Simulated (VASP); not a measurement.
# KCl in VASP: notebook

Runs on KCl. Level: LDA. Tasks: electric field gradients.

Program: VASP 6.6.1. These are calculated values, not measurements. Logs are shortened: lines on timing, memory, paths and dates and some standing lists are left out, and cuts for length are marked.

### Step 1. The cell of the first run

Symmetry: I4/mmm, No. 139, tetragonal system. The conventional cell has a = 4.463 Å, b = 4.463 Å, c = 6.186 Å, α = 90.00°, β = 90.00°, γ = 90.00°. K (site symmetry 4/mmm) has 6 Cl at 3.09 to 3.16 Å within 4.1 Å. Within 4.1 Å of Cl (site symmetry 4/mmm) lie 6 K at 3.09 to 3.16 Å.

### Step 2. Electric field gradients, LDA (zz strain of -2 %)

Input file INCAR:

```
ALGO     = Normal         # electronic algorithm
EDIFF    = 1E-8           # SCF threshold, eV
ENCUT    = 520            # plane-wave cutoff, eV
ISIF     = 2              # what is computed and relaxed
ISMEAR   = -1             # smearing method
LASPH    = True           # aspherical terms in the spheres
LCHARG   = False          # write CHGCAR
LEFG     = True         
LREAL    = False          # projectors in reciprocal space
LWAVE    = False          # write WAVECAR
NBANDS   = 15             # bands
NELM     = 80             # most SCF steps
PREC     = Accurate       # precision mode
SIGMA    = 0.03           # smearing width, eV
```

Input file KPOINTS:

```
k-points
0
Gamma
  7 7 7
```

Input file POSCAR:

```
KCl
1.0
    0.0000000000      3.1561000000      3.0929780000
    3.1561000000      0.0000000000      3.0929780000
    3.1561000000      3.1561000000      0.0000000000
K Cl
1 1
Direct
    0.0000000000      0.0000000000      0.0000000000
    0.5000000000      0.5000000000      0.5000000000
```

Potentials or basis: VASP PAW LDA potentials, release 64 (K_sv, Cl).

Started as:

```
cat potpaw_LDA.64/K_sv/POTCAR potpaw_LDA.64/Cl/POTCAR > POTCAR
mpirun -np 1 vasp_std > vasp.out
```

OUTCAR:

```text
EDIFF = 1E-8
   ENCUT = 520
   ISIF = 2
   ISMEAR = -1
   LASPH = True
   LREAL = False
   NELM = 80
   PREC = Accurate

 ion  position               nearest neighbor table
   1  0.000  0.000  0.000-   2 3.09   2 3.09   2 3.16   2 3.16   2 3.16   2 3.16
   2  0.500  0.500  0.500-   1 3.09   1 3.09   1 3.16   1 3.16   1 3.16   1 3.16

  LATTYP: Found a body centered tetragonal cell.
 ALAT       =     4.4633994242
 C/A-ratio  =     1.3859292911

  Lattice vectors:

 A1 = (   0.0000000000,  -3.1561000000,  -3.0929780000)
 A2 = (   0.0000000000,   3.1561000000,  -3.0929780000)
 A3 = (   3.1561000000,   0.0000000000,   3.0929780000)

Analysis of symmetry for initial positions (statically):
=====================================================================
 Subroutine PRICEL returns:
 Original cell was already a primitive cell.

 Routine SETGRP: Setting up the symmetry group for a
 body centered tetragonal supercell.

 Subroutine GETGRP returns: Found 16 space group operations
 (whereof 16 operations were pure point group operations)
 out of a pool of 16 trial point group operations.

The static configuration has the point symmetry D_4h.

Analysis of symmetry for dynamics (positions and initial velocities):
=====================================================================
 Subroutine PRICEL returns:
 Original cell was already a primitive cell.

 Routine SETGRP: Setting up the symmetry group for a
 body centered tetragonal supercell.

 Subroutine GETGRP returns: Found 16 space group operations
 (whereof 16 operations were pure point group operations)
 out of a pool of 16 trial point group operations.

The dynamic configuration has the point symmetry D_4h.

 Subroutine INISYM returns: Found 16 space group operations
 (whereof 16 operations are pure point group operations),
 and found     1 'primitive' translations

----------------------------------------------------------------------------------------

                                     Primitive cell

  volume of cell :      61.6181

  direct lattice vectors                    reciprocal lattice vectors
     0.000000000  3.156100000  3.092978000    -0.158423371  0.158423371  0.161656501
     3.156100000  0.000000000  3.092978000     0.158423371 -0.158423371  0.161656501
     3.156100000  3.156100000  0.000000000     0.158423371  0.158423371 -0.161656501

  length of vectors
     4.418990848  4.418990848  4.463399424     0.276276588  0.276276588  0.276276588

[... 130 lines left out ...]
 val. band max:       -2.0281244854   @ k =   0.0000   0.0000   0.0000
 cond. band min:       2.7439272454   @ k =   0.0000   0.0000   0.0000
 fundamental gap:      4.7720517309
 Fermi energy:        -1.3903348911

 k-point     1 :       0.0000    0.0000    0.0000
  band No.  band energies     occupation
      1     -28.8431      2.00000
      2     -14.0779      2.00000
      3     -12.5437      2.00000
      4     -12.5408      2.00000
      5     -12.5408      2.00000
      6      -2.0433      2.00000
      7      -2.0433      2.00000
      8      -2.0281      2.00000
      9       2.7439      0.00000
     10       6.0088      0.00000
     11       6.0088      0.00000
     12       6.1407      0.00000
     13       6.9397      0.00000
     14       7.0470      0.00000
[... 401 lines left out ...]
      2     -14.1608      2.00000
      3     -12.6157      2.00000
      4     -12.5821      2.00000
      5     -12.4053      2.00000
      6      -2.8976      2.00000
      7      -2.4662      2.00000
      8      -2.3945      2.00000
      9       5.3834      0.00000
     10       5.8117      0.00000
     11       7.5236      0.00000
     12       8.1505      0.00000
     13       8.6687      0.00000
     14       9.1520      0.00000
     15       9.7496      0.00000

 [... further k-points ...]
[... 5 lines left out ...]
  --------------------------------------------------------------------------------------
  -------------------------------------------------------------------------------------
  Total       -0.7527624     -0.7527624     -0.4966104      0.0000000      0.0000000      0.0000000
  in kB      -19.5731243    -19.5731243    -12.9127288      0.0000000      0.0000000      0.0000000
  external PRESSURE =     -17.3529925 kB  Pullay stress =       0.0000000 kB

 VOLUME and BASIS-vectors are now :
 -----------------------------------------------------------------------------
  energy-cutoff  :      520.00
  volume of cell :       61.62
      direct lattice vectors                 reciprocal lattice vectors
     0.000000000  3.156100000  3.092978000    -0.158423371  0.158423371  0.161656501
     3.156100000  0.000000000  3.092978000     0.158423371 -0.158423371  0.161656501
     3.156100000  3.156100000  0.000000000     0.158423371  0.158423371 -0.161656501

 POSITION                                       TOTAL-FORCE (eV/Angst)
 -----------------------------------------------------------------------------------
      0.00000      0.00000      0.00000         0.000000      0.000000     -0.000000
      3.15610      3.15610      3.09298         0.000000     -0.000000      0.000000
 -----------------------------------------------------------------------------------
    total drift:                                0.000000      0.000000      0.000000

  FREE ENERGIE OF THE ION-ELECTRON SYSTEM (eV)
  ---------------------------------------------------
  free  energy   TOTEN  =        -7.3757692083 eV

  energy  without entropy=       -7.3757692083  energy(sigma->0) =       -7.37576921

 Electric field gradients (V/A^2)
---------------------------------------------------------------------
 ion       V_xx      V_yy      V_zz      V_xy      V_xz      V_yz
---------------------------------------------------------------------
   1       2.013     2.013    -4.026    -0.000    -0.000    -0.000
   2       1.215     1.215    -2.430    -0.000    -0.001    -0.001
---------------------------------------------------------------------

 Electric field gradients after diagonalization (V/A^2)
 (convention: |V_zz| > |V_xx| > |V_yy|)
----------------------------------------------------------------------
 ion       V_xx      V_yy      V_zz     asymmetry (V_yy - V_xx)/ V_zz
----------------------------------------------------------------------
   1       2.013     2.013    -4.026       0.000
   2       1.215     1.215    -2.430       0.000
----------------------------------------------------------------------

           NMR quadrupolar parameters

 Cq : quadrupolar parameter    Cq=e*Q*V_zz/h
 eta: asymmetry parameters     (V_yy - V_xx)/ V_zz
 Q  : nuclear electric quadrupole moment in mb (millibarn)
----------------------------------------------------------------------
 ion       Cq(MHz)       eta       Q (mb)
----------------------------------------------------------------------
   1      -0.010       0.000       1.000
   2      -0.006       0.000       1.000
----------------------------------------------------------------------
```

stdout:

```text
POSCAR found type information on POSCAR K Cl
 POSCAR found :  2 types and       2 ions
 scaLAPACK will be used
 LDA part: xc-table for (Slater(with rela. corr.)+CA(PZ))
 , standard interpolation
 POSCAR, INCAR and KPOINTS ok, starting setup
 FFT: planning ... GRIDC
 FFT: planning ... GRID_SOFT
 FFT: planning ... GRID
 WAVECAR not read
 entering main loop
ion   1

ion   2
```

Wall time 59 s (1 thread of Intel Xeon 8259CL, shared host); peak memory 0.19 GiB.

What came out:

| Property | Result |
| --- | --- |
| Free energy | -7.3758 eV |
| Pressure | -1.7 GPa |
| Band gap on the k mesh | 4.77 eV |
| Largest electric field gradient by atom | K -4.0; Cl -2.4 V/Å² |

Stress tensor (GPa, compression positive):
```
-1.96  0.00  0.00
 0.00 -1.96  0.00
 0.00  0.00 -1.29
```

Levels at points of the mesh, in eV from the valence-band top:
```
           k point  band 4  band 5  band 6  band 7  band 8  band 9  band 10  band 11  band 12  band 13
(0.00, 0.00, 0.00)  -10.51  -10.51   -0.02   -0.02    0.00    4.77     8.04     8.04     8.17     8.97
```

Electric field gradients, principal values (V/Å²):
| atom | least | middle | greatest (by size) |
| --- | --- | --- | --- |
| 1 K | 2.013 | 2.013 | -4.026 |
| 2 Cl | 1.215 | 1.215 | -2.430 |

Caveat: the cell differs from its parent crystal (zz strain of -2 %); without QUAD_EFG the Cq values of the log hold for a quadrupole moment of 1 mb, not for the nuclei.

### Step 3. Electric field gradients, LDA (zz strain of +1 %)

Input file INCAR:

```
SYSTEM = KCl
ALGO = Normal ; EDIFF = 1E-8
ENCUT = 520 ; ISIF = 2
ISMEAR = -1 ; LASPH = .True.
LCHARG = .False. ; LEFG = .True.
LREAL = .False. ; LWAVE = .False.
NBANDS = 15 ; NELM = 60
PREC = Accurate ; SIGMA = 0.03
```

Input file KPOINTS:

```
k-points
0
Gamma
  7 7 7
  0 0 0
```

Input file POSCAR:

```
KCl
1.0
    0.0000000000      3.1561000000      3.1876610000
    3.1561000000      0.0000000000      3.1876610000
    3.1561000000      3.1561000000      0.0000000000
K Cl
1 1
Direct
    0.0000000000      0.0000000000      0.0000000000
    0.5000000000      0.5000000000      0.5000000000
```

Potentials or basis: VASP PAW LDA potentials, release 64 (K_sv, Cl).

Started as:

```
cat potpaw_LDA.64/K_sv/POTCAR potpaw_LDA.64/Cl/POTCAR > POTCAR
mpirun -np 1 vasp_std > vasp.out
```

OUTCAR:

```text
SYSTEM = KCl
   EDIFF = 1E-8
   ENCUT = 520
   ISIF = 2
   ISMEAR = -1
   LASPH = .True.
   LREAL = .False.
   NELM = 60
   PREC = Accurate

 ion  position               nearest neighbor table
   1  0.000  0.000  0.000-   2 3.16   2 3.16   2 3.16   2 3.16   2 3.19   2 3.19
   2  0.500  0.500  0.500-   1 3.16   1 3.16   1 3.16   1 3.16   1 3.19   1 3.19

  LATTYP: Found a body centered tetragonal cell.
 ALAT       =     4.4633994242
 C/A-ratio  =     1.4283556980

  Lattice vectors:

 A1 = (  -3.1561000000,   0.0000000000,   3.1876610000)
 A2 = (   3.1561000000,   0.0000000000,   3.1876610000)
 A3 = (   0.0000000000,   3.1561000000,  -3.1876610000)

Analysis of symmetry for initial positions (statically):
=====================================================================
 Subroutine PRICEL returns:
 Original cell was already a primitive cell.

 Routine SETGRP: Setting up the symmetry group for a
[... 621 lines left out ...]
  energy-cutoff  :      520.00
  volume of cell :       63.50
      direct lattice vectors                 reciprocal lattice vectors
     0.000000000  3.156100000  3.187661000    -0.158423371  0.158423371  0.156854822
     3.156100000  0.000000000  3.187661000     0.158423371 -0.158423371  0.156854822
     3.156100000  3.156100000  0.000000000     0.158423371  0.158423371 -0.156854822

 POSITION                                       TOTAL-FORCE (eV/Angst)
 -----------------------------------------------------------------------------------
      0.00000      0.00000      0.00000        -0.000000      0.000000     -0.000000
      3.15610      3.15610      3.18766         0.000000     -0.000000      0.000000
 -----------------------------------------------------------------------------------
    total drift:                                0.000000      0.000000      0.000000

  FREE ENERGIE OF THE ION-ELECTRON SYSTEM (eV)
  ---------------------------------------------------
  free  energy   TOTEN  =        -7.3544091205 eV

  energy  without entropy=       -7.3544091205  energy(sigma->0) =       -7.35440912

 Electric field gradients (V/A^2)
---------------------------------------------------------------------
 ion       V_xx      V_yy      V_zz      V_xy      V_xz      V_yz
---------------------------------------------------------------------
   1      -0.908    -0.908     1.816    -0.000    -0.000    -0.000
   2      -0.482    -0.482     0.963    -0.000    -0.000    -0.000
---------------------------------------------------------------------

 Electric field gradients after diagonalization (V/A^2)
 (convention: |V_zz| > |V_xx| > |V_yy|)
----------------------------------------------------------------------
 ion       V_xx      V_yy      V_zz     asymmetry (V_yy - V_xx)/ V_zz
----------------------------------------------------------------------
   1      -0.908    -0.908     1.816       0.000
   2      -0.482    -0.481     0.963       0.000
----------------------------------------------------------------------

           NMR quadrupolar parameters

 Cq : quadrupolar parameter    Cq=e*Q*V_zz/h
 eta: asymmetry parameters     (V_yy - V_xx)/ V_zz
 Q  : nuclear electric quadrupole moment in mb (millibarn)
----------------------------------------------------------------------
 ion       Cq(MHz)       eta       Q (mb)
----------------------------------------------------------------------
   1       0.004       0.000       1.000
   2       0.002       0.000       1.000
----------------------------------------------------------------------
```

stdout:

```text
POSCAR found type information on POSCAR K Cl
 POSCAR found :  2 types and       2 ions
 scaLAPACK will be used
 LDA part: xc-table for (Slater(with rela. corr.)+CA(PZ))
 , standard interpolation
 POSCAR, INCAR and KPOINTS ok, starting setup
 FFT: planning ... GRIDC
 FFT: planning ... GRID_SOFT
 FFT: planning ... GRID
 WAVECAR not read
 entering main loop
ion   1

ion   2
```

Wall time 54 s (1 thread of Intel Xeon 8259CL, shared host); peak memory 0.19 GiB.

What came out:

```yaml
Free_energy: -7.3544 eV
Pressure: -2.2 GPa
Band_gap_on_the_k_mesh: 4.68 eV
Largest_electric_field_gradient_by_atom: K +1.8; Cl +1.0 V/Å²
```

Electric field gradients, principal values (V/Å²):
```tsv
atom	least	middle	greatest (by size)
1 K	-0.908	-0.908	1.816
2 Cl	-0.481	-0.482	0.963
```

Caveat: the cell differs from its parent crystal (zz strain of +1 %); without QUAD_EFG the Cq values of the log hold for a quadrupole moment of 1 mb, not for the nuclei; an odd mesh through Γ misses points on the zone boundary, where band edges can lie.

[end of part 1 of 3]
